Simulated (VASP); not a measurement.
# Ti12Si in VASP: a series of runs

Ti12Si is run at these levels: PBE; tasks: single point.

All numbers are computed with VASP 6.6.1; they aren't measurements. Logs are shortened: lines on timing, memory, paths and dates and some standing lists are left out, and cuts for length are marked.

**1. The cell of the first run**

The cell holds a slab with vacuum, 13 atoms: a = 5.815 Å, b = 5.815 Å, c = 19.994 Å, α = 90.00°, β = 90.00°, γ = 120.00°.

**2. Single point, PBE**

The input, INCAR:

```
SYSTEM = Ti12Si
  PREC = Accurate
  ENCUT = 520
  EDIFF = 1E-7
  ISMEAR = 0
  SIGMA = 0.1
  LREAL = .False.
  LASPH = .True.
  NELM = 80
  ALGO = Normal
  ISIF = 2
  LWAVE = .False.
  LCHARG = .False.
  LDIPOL = .True.
  IDIPOL = 3
  DIPOL = 0.5 0.5 0.329
  GGA = PE
  NBANDS = 86
```

The input, KPOINTS:

```
regular mesh
0
Gamma
  6 6 1
  0 0 0
```

The input, POSCAR:

```
Ti12Si
1.0
    5.8150893850      0.0000000000      0.0000000000
   -2.9075446925      5.0360151327      0.0000000000
    0.0000000000      0.0000000000     19.9935258504
Ti Si
12 1
Direct
    0.3333333333      0.1666666667      0.2000647625
    0.3333333333      0.6666666667      0.2000647625
    0.8333333334      0.1666666667      0.2000647625
    0.8333333333      0.6666666667      0.2000647625
    0.1666666667      0.3333333333      0.3124429301
    0.1666666666      0.8333333333      0.3124429301
    0.6666666666      0.3333333333      0.3124429301
    0.6666666666      0.8333333333      0.3124429301
    0.0000000000      0.0000000000      0.4248138079
    0.0000000000      0.5000000000      0.4248138079
    0.5000000000      0.0000000000      0.4248138079
    0.5000000000      0.5000000000      0.4248138079
    0.0833333334      0.1666666667      0.5327663192
```

Potentials or basis: VASP PAW PBE potentials, release 64 (Ti_sv, Si).

Run with:

```console
$ cat potpaw_PBE.64/Ti_sv/POTCAR potpaw_PBE.64/Si/POTCAR > POTCAR
$ mpirun -np 1 vasp_std > vasp.out
```

OUTCAR:

```text
SYSTEM = Ti12Si
   PREC = Accurate
   ENCUT = 520
   EDIFF = 1E-7
   ISMEAR = 0
   LREAL = .False.
   LASPH = .True.
   NELM = 80
   ISIF = 2
   GGA = PE

 ion  position               nearest neighbor table
   1  0.333  0.167  0.200-   5 2.80   7 2.80   6 2.80   3 2.91   4 2.91   2 2.91   2 2.91   4 2.91
                             3 2.91
   2  0.333  0.667  0.200-   6 2.80   8 2.80   5 2.80   3 2.91   4 2.91   4 2.91   1 2.91   1 2.91
                             3 2.91
   3  0.833  0.167  0.200-   5 2.80   7 2.80   8 2.80   1 2.91   2 2.91   4 2.91   4 2.91   2 2.91
                             1 2.91
   4  0.833  0.667  0.200-   8 2.80   6 2.80   7 2.80   3 2.91   2 2.91   2 2.91   1 2.91   1 2.91
                             3 2.91
   5  0.167  0.333  0.312-  12 2.80   9 2.80  10 2.80   1 2.80   3 2.80   2 2.80   7 2.91   8 2.91
                             6 2.91   6 2.91   8 2.91   7 2.91
   6  0.167  0.833  0.312-   9 2.80  10 2.80  11 2.80   2 2.80   4 2.80   1 2.80   5 2.91   8 2.91
                             8 2.91   7 2.91   7 2.91   5 2.91
   7  0.667  0.333  0.312-  12 2.80  11 2.80  10 2.80   1 2.80   3 2.80   4 2.80   5 2.91   8 2.91
                             6 2.91   8 2.91   6 2.91   5 2.91
   8  0.667  0.833  0.312-  11 2.80  12 2.80   9 2.80   4 2.80   2 2.80   3 2.80   5 2.91   6 2.91
                             6 2.91   7 2.91   7 2.91   5 2.91
   9  0.000  0.000  0.425-  13 2.32   6 2.80   5 2.80   8 2.80  11 2.91  11 2.91  10 2.91  10 2.91
                            12 2.91  12 2.91
  10  0.000  0.500  0.425-   6 2.80   7 2.80   5 2.80  12 2.91  12 2.91   9 2.91   9 2.91  11 2.91
                            11 2.91
  11  0.500  0.000  0.425-   8 2.80   7 2.80   6 2.80   9 2.91   9 2.91  12 2.91  12 2.91  10 2.91
                            10 2.91
  12  0.500  0.500  0.425-   5 2.80   7 2.80   8 2.80  10 2.91  10 2.91  11 2.91  11 2.91   9 2.91
                             9 2.91
  13  0.083  0.167  0.533-   9 2.32

  LATTYP: Found a hexagonal cell.
 ALAT       =     5.8150893850
 C/A-ratio  =     3.4382147078

  Lattice vectors:

 A1 = (   5.8150893850,   0.0000000000,   0.0000000000)
 A2 = (  -2.9075446925,   5.0360151327,   0.0000000000)
 A3 = (   0.0000000000,   0.0000000000,  19.9935258504)

Analysis of symmetry for initial positions (statically):
=====================================================================
 Subroutine PRICEL returns:
 Original cell was already a primitive cell.

 Routine SETGRP: Setting up the symmetry group for a
 hexagonal supercell.

 Subroutine GETGRP returns: Found  2 space group operations
 (whereof  2 operations were pure point group operations)
 out of a pool of 24 trial point group operations.

The static configuration has the point symmetry C_1h.

Analysis of symmetry for dynamics (positions and initial velocities):
=====================================================================
 Subroutine PRICEL returns:
 Original cell was already a primitive cell.

 Routine SETGRP: Setting up the symmetry group for a
 hexagonal supercell.

 Subroutine GETGRP returns: Found  2 space group operations
 (whereof  2 operations were pure point group operations)
 out of a pool of 24 trial point group operations.

The dynamic configuration has the point symmetry C_1h.

 Subroutine INISYM returns: Found  2 space group operations
 (whereof  2 operations are pure point group operations),
 and found     1 'primitive' translations

----------------------------------------------------------------------------------------

                                     Primitive cell

  volume of cell :     585.5080

  direct lattice vectors                    reciprocal lattice vectors
     5.815089385  0.000000000  0.000000000     0.171966402  0.099284849  0.000000000
    -2.907544693  5.036015133  0.000000000     0.000000000  0.198569697  0.000000000
     0.000000000  0.000000000 19.993525850     0.000000000  0.000000000  0.050016191

  length of vectors
     5.815089385  5.815089385 19.993525850     0.198569697  0.198569697  0.050016191

  position of ions in fractional coordinates (direct lattice)
     0.333333333  0.166666667  0.200064762
     0.333333333  0.666666667  0.200064762
     0.833333333  0.166666667  0.200064762
     0.833333333  0.666666667  0.200064762
     0.166666667  0.333333333  0.312442930
     0.166666667  0.833333333  0.312442930
     0.666666667  0.333333333  0.312442930
     0.666666667  0.833333333  0.312442930
     0.000000000  0.000000000  0.424813808
[... 51 lines left out ...]
  0.000000  0.166667  0.000000      2.000000
  0.333333 -0.000000  0.000000      4.000000
  0.000000  0.333333  0.000000      2.000000
  0.500000  0.000000  0.000000      2.000000
  0.000000  0.500000  0.000000      1.000000
  0.166667  0.166667  0.000000      4.000000
 -0.333333  0.166667  0.000000      2.000000
  0.333333  0.166667  0.000000      4.000000
 -0.166667  0.500000  0.000000      4.000000
  0.500000  0.333333  0.000000      4.000000
  0.333333  0.333333  0.000000      2.000000
   k-points           NKPTS =     13   k-points in BZ     NKDIM =     13   number of bands    NBANDS=     86
   number of dos      NEDOS =    301   number of ions     NIONS =     13
   total plane-waves  NPLWV = 345600
   dimension x,y,z NGX =    48 NGY =   48 NGZ =  150
   dimension x,y,z NGXF=    96 NGYF=   96 NGZF=  300
   ions per type =              12   1
   NGX,Y,Z   is equivalent  to a cutoff of  13.72, 13.72, 12.47 a.u.
   NGXF,Y,Z  is equivalent  to a cutoff of  27.45, 27.45, 24.94 a.u.
 SYSTEM =  Ti12Si
   PREC   = accura    normal or accurate (medium, high low for compatibility)
   ISTART =      0    job   : 0-new  1-cont  2-samecut
   ICHARG =      2    charge: 1-file 2-atom 10-const
   ISPIN  =      1    spin polarized calculation?
   LNONCOLLINEAR =      F non collinear calculations
   LSORBIT =      F    spin-orbit coupling
   LASPH  =      T    aspherical Exc in radial PAW
   ENCUT  =  520.0 eV  38.22 Ry    6.18 a.u.  10.81 10.81 37.17*2*pi/ulx,y,z
   NELM   =     80;   NELMIN=  2; NELMDL= -5     # of ELM steps
   EDIFF  = 0.1E-06   stopping-criterion for ELM
   LREAL  =      F    real-space projection
   EDIFFG = 0.1E-05   stopping-criterion for IOM
   NSW    =      0    number of steps for IOM
   IBRION =     -1    ionic relax: 0-MD 1-quasi-New 2-CG
   NFREE  =      0    steps in history (QN), initial steepest desc. (CG)
   ISIF   =      2    stress and relaxation
   ISYM   =      2    0-nonsym 1-usesym 2-fastsym
   POTIM  = 0.5000    time-step for ionic-motion
   TEBEG  =    0.0;   TEEND  =   0.0 temperature during run
   PSTRESS=    0.0 pullay stress
   NELECT =     148.0000    total number of electrons
   NUPDOWN=      -1.0000    fix difference up-down
   EMIN   =  10.00;   EMAX   =-10.00  energy-range for DOS
   EFERMI =   0.00;   METHOD = LEGACY
   ISMEAR =     0;   SIGMA  =   0.10  broadening in eV -4-tet -1-fermi 0-gaus
   EFERMI_NEDOS =   21; number of points for ismear=-14 and -15
   IALGO  =     38    algorithm
   IMIX   =      4    mixing-type and parameters
     AMIX     =   0.40;   BMIX     =  1.00
     AMIX_MAG =   1.60;   BMIX_MAG =  1.00
  volume/ion in A,a.u.               =      45.04       303.94
  Fermi-wavevector in a.u.,A,eV,Ry     =   1.035105  1.956065 14.577862  1.071443
  Thomas-Fermi vector in A             =   2.169432
   LORBIT       =      0    0 simple, 1 ext, 2 COOP (PROOUT), +10 PAW based schemes
   GGA     = PE    functional components
   LHFCALC =     F    Hartree Fock is set to
   AEXX    =    0.0000 exact exchange contribution
   IVDW    =     0    specifies the selected vdW correction
   LEPSILON=     F    determine dielectric tensor
   LRPA    =     F    only Hartree local field effects (RPA)
 non-spin polarized calculation
 Gauss-broadening in eV      SIGMA  =   0.10
  energy-cutoff  :      520.00
  volume of cell :      585.51
 maximum number of plane-waves:     15843
 NGX is ok and might be reduce to    48
   NGX = 21   NGY = 21   NGZ = 75

 dipolmoment           0.000000      0.000000     -0.933526 electrons x Angstroem

 number of electron     147.9999974 magnetization

 dipolmoment           0.000000      0.000000      0.074310 electrons x Angstroem

 Free energy of the ion-electron system (eV)
  ---------------------------------------------------
  ext. energy  EPLUGINS =         0.00000000
  ---------------------------------------------------
  free energy    TOTEN  =       -91.73844139 eV

  energy without entropy =      -91.61109277  energy(sigma->0) =      -91.67476708

 E-fermi :   0.3500     XC(G=0):  -5.4218

 val. band max:        0.3485323452   @ k =  -0.3333   0.1667   0.0000
 cond. band min:       0.3609171138   @ k =   0.3333   0.3333   0.0000
 fundamental gap:      0.0123847687
 Fermi energy:         0.3500333135

 k-point     1 :       0.0000    0.0000    0.0000
  band No.  band energies     occupation
      1     -56.5446      2.00000
      2     -56.4790      2.00000
      3     -56.4593      2.00000
      4     -56.4289      2.00000
      5     -56.3946      2.00000
      6     -56.3913      2.00000
[... 1146 lines left out ...]
     85       1.3077      0.00000
     86       1.3885      0.00000

------------------------ aborting loop because EDIFF is reached ----------------------------------------

 vacuum level on the upper side and lower side of the slab       (xc-potential included)         0.044        -0.376

  FORCE on cell =-STRESS in cart. coord.  units (eV):
  Direction    XX          YY          ZZ          XY          YZ          ZX
  --------------------------------------------------------------------------------------
  -------------------------------------------------------------------------------------
  Total       -2.5704568     -2.2090204      0.9891759      0.0000000      1.6965005      0.0000000
  in kB       -7.0337686     -6.0447382      2.7067696      0.0000000      4.6422846      0.0000000
  external PRESSURE =      -3.4572457 kB  Pullay stress =       0.0000000 kB

 VOLUME and BASIS-vectors are now :
 -----------------------------------------------------------------------------
  energy-cutoff  :      520.00
  volume of cell :      585.51
      direct lattice vectors                 reciprocal lattice vectors
     5.815089385  0.000000000  0.000000000     0.171966402  0.099284849  0.000000000
    -2.907544693  5.036015133  0.000000000     0.000000000  0.198569697  0.000000000
     0.000000000  0.000000000 19.993525850     0.000000000  0.000000000  0.050016191

 POSITION                                       TOTAL-FORCE (eV/Angst)
 -----------------------------------------------------------------------------------
      1.45377      0.83934      4.00000         0.013387     -0.017437      0.052572
     -0.00000      3.35734      4.00000        -0.000000     -0.006259      0.026395
      4.36132      0.83934      4.00000        -0.013387     -0.017437      0.052572
      2.90754      3.35734      4.00000         0.000000     -0.010488      0.065310
      0.00000      1.67867      6.24684         0.000000      0.267465     -0.397469
     -1.45377      4.19668      6.24684         0.160850     -0.095411     -0.171286
      2.90754      1.67867      6.24684        -0.000000      0.000375     -0.113124
      1.45377      4.19668      6.24684        -0.160850     -0.095411     -0.171286
      0.00000      0.00000      8.49353         0.000000     -0.046832     -1.606513
     -1.45377      2.51801      8.49353         0.577338     -0.473310      0.768202
      2.90754      0.00000      8.49353         0.000000      0.209485      0.711809
      1.45377      2.51801      8.49353        -0.577338     -0.473310      0.768202
      0.00000      0.83934     10.65188         0.000000      0.758571      0.014617
 -----------------------------------------------------------------------------------
    total drift:                                0.000002     -0.000061      0.000671

  FREE ENERGIE OF THE ION-ELECTRON SYSTEM (eV)
  ---------------------------------------------------
  free  energy   TOTEN  =       -91.7384413912 eV

  energy  without entropy=      -91.6110927703  energy(sigma->0) =      -91.67476708

 vacuum level on the upper side and lower side of the slab         5.217         4.786
```

Wall time 28 min (1 thread of Intel Xeon 6975P-C (Granite Rapids), shared host); peak memory 0.96 GiB.

Results:

```
Free energy            : -91.7384 eV
Largest force          : 1.607 eV/Å
Band gap on the k mesh : zero (bands 74 and 75 overlap by 0.61 eV)
```

Forces in eV/Å, atoms in the order of the input:
```
Ti   0.013 -0.017  0.053
Ti   0.000 -0.006  0.026
Ti  -0.013 -0.017  0.053
Ti   0.000 -0.010  0.065
Ti   0.000  0.267 -0.397
Ti   0.161 -0.095 -0.171
Ti   0.000  0.000 -0.113
Ti  -0.161 -0.095 -0.171
Ti   0.000 -0.047 -1.607
Ti   0.577 -0.473  0.768
Ti   0.000  0.209  0.712
Ti  -0.577 -0.473  0.768
Si   0.000  0.759  0.015
```

Levels at points of the mesh, in eV from the Fermi level:
```tsv
k point	band 70	band 71	band 72	band 73	band 74	band 75	band 76	band 77	band 78	band 79
(0.00, 0.00, 0.00)	-0.07	-0.06	0.39	0.42	0.47	0.50	0.72	0.73	0.82	0.82
(0.50, 0.00, 0.00)	-0.44	-0.41	-0.36	-0.32	-0.21	-0.09	-0.04	-0.01	0.04	0.18
(0.00, 0.50, 0.00)	-0.44	-0.40	-0.34	-0.30	-0.23	-0.15	-0.04	-0.03	0.04	0.09
```

**3. Single point, PBE**

The input, INCAR:

```
SYSTEM = Ti12Si
PREC = Accurate
ENCUT = 520
EDIFF = 1E-6
ISMEAR = 0
SIGMA = 0.1
LREAL = .False.
LASPH = .True.
NELM = 60
ALGO = Normal
ISIF = 2
LWAVE = .False.
LCHARG = .False.
LDIPOL = .True.
IDIPOL = 3
DIPOL = 0.5 0.5 0.329
GGA = PE
NBANDS = 86
```

KPOINTS is that of step 2.

The input, POSCAR:

```
Ti12Si
1.0
    5.8150893850      0.0000000000      0.0000000000
   -2.9075446925      5.0360151327      0.0000000000
    0.0000000000      0.0000000000     19.9935258504
Ti Si
12 1
Direct
    0.3333333333      0.1666666667      0.2000647625
    0.3333333333      0.6666666667      0.2000647625
    0.8333333333      0.1666666667      0.2000647625
    0.8333333333      0.6666666667      0.2000647625
    0.1666666667      0.3333333334      0.3124429301
    0.1666666667      0.8333333334      0.3124429301
    0.6666666667      0.3333333334      0.3124429301
    0.6666666667      0.8333333333      0.3124429301
    0.0000000000      0.0000000000      0.4248138079
    0.0000000000      0.5000000000      0.4248138079
    0.5000000000      0.0000000000      0.4248138079
    0.5000000000      0.5000000000      0.4248138079
    0.1666666667      0.0833333334      0.5328922703
```

Potentials or basis: VASP PAW PBE potentials, release 64 (Ti_sv, Si).

Run with:

```console
$ cat potpaw_PBE.64/Ti_sv/POTCAR potpaw_PBE.64/Si/POTCAR > POTCAR
$ mpirun -np 1 vasp_std > vasp.out
```

Run time: 75 min. Hardware: 1 thread of Intel Xeon 8259CL, shared host; peak memory 0.97 GiB.

The run converged. Its results:

| Property | Result |
| --- | --- |
| Free energy | -91.6895 eV |
| Largest force | 1.598 eV/Å |
| Band gap on the k mesh | zero (bands 74 and 75 overlap by 0.61 eV) |

Forces in eV/Å, atoms in the order of the input:
```
Ti  -0.007 -0.004  0.011
Ti  -0.049 -0.028  0.022
Ti   0.002  0.029  0.067
Ti   0.026 -0.012  0.067
Ti  -0.048  0.256 -0.269
Ti   0.197 -0.169 -0.269
Ti   0.049  0.028 -0.085
Ti  -0.129 -0.075 -0.196
Ti   0.019  0.011 -1.598
Ti   0.271  0.157  0.802
Ti  -0.634  0.104  0.713
Ti  -0.227 -0.601  0.713
Si   0.528  0.305  0.022
```

Levels at points of the mesh, in eV from the Fermi level:
```csv
k point,band 72,band 73,band 74,band 75,band 76,band 77
"(0.00, 0.00, 0.00)",0.39,0.41,0.48,0.49,0.71,0.73
"(0.50, 0.00, 0.00)",-0.37,-0.32,-0.20,-0.13,-0.04,-0.03
"(0.00, 0.50, 0.00)",-0.34,-0.30,-0.20,-0.12,-0.04,0.00
```
